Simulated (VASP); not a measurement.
# Dy3C: relaxation of cell and atoms with PBE

Dy3C:

```
CELL_PARAMETERS angstrom
-2.79995 2.79995 2.79995
2.79995 -2.79995 2.79995
2.79995 2.79995 -2.79995
ATOMIC_POSITIONS crystal
Dy 0.00000 0.50000 0.50000
Dy 0.50000 0.00000 0.50000
Dy 0.50000 0.50000 0.00000
C 0.00000 0.00000 0.00000
```

The cell was built from a structure type or drawn by symmetry, and may not be a known phase.

```
Program                : VASP 6.6.1
Task                   : relaxation of cell and atoms
Functional             : PBE
Potentials or basis    : VASP PAW PBE potentials, release 64 (Dy_3, C), 4f in core
Cutoff                 : 600 eV
k mesh                 : 5 × 5 × 5
Occupations            : gaussian, width 0.2 eV
Spin                   : no spin polarisation
Dipole correction      : no
Mended                 : yes
Further INCAR settings : ALGO = Normal; EDIFF = 1e-07; IBRION = 2; EDIFFG = -0.08; NSW = 36; ISIF = 3
```

The relaxed volume is 23.91 Å³/atom, the relaxed cell is a = 4.990 Å, b = 4.990 Å, c = 4.990 Å, α = 109.47°, β = 109.47°, γ = 109.47° and the space group after relaxing (to 0.1 Å) is Im-3m (No. 229). The energy gained by relaxing is 21.3 meV/atom and the ionic steps are 2. The pressure after relaxing is -0.5 GPa.

The path:
| step | energy change (eV) | largest force (eV/Å) | pressure (GPa) | volume (Å³) |
| --- | --- | --- | --- | --- |
| 1 | 0.0000 | 0.0000 | 4.38 | 87.80 |
| 2 | -0.0852 | 0.0000 | -0.52 | 95.65 |

Final structure:
```yaml
crystal:
  lattice:
    - [-2.88094, 2.88094, 2.88094]
    - [2.88094, -2.88094, 2.88094]
    - [2.88094, 2.88094, -2.88094]
  atoms:
    - { symbol: Dy, position: [0.00000, 0.50000, 0.50000] }
    - { symbol: Dy, position: [0.50000, 0.00000, 0.50000] }
    - { symbol: Dy, position: [0.50000, 0.50000, 0.00000] }
    - { symbol: C, position: [0.00000, 0.00000, 0.00000] }
```

Levels at points of the mesh, in eV from the Fermi level:
```csv
k point,band 13,band 14,band 15,band 16,band 17,band 18,band 19
"(0.00, 0.00, 0.00)",-1.99,-1.99,-0.72,-0.72,-0.37,-0.37,-0.37
```

Run time: 29 s on 1 thread of AMD EPYC 9R45 96-Core Processor (Zen 5) (shared host), peak memory 0.21 GiB.

Caveat: the highest band is partly filled, so the run has too few bands; spin-orbit coupling is left out, which moves the levels of the heavy elements; the 4f electrons are frozen in the core, so they carry no moment and show no levels. Spin polarisation is off, so any magnetic state and its effect on volume and gap are missing.
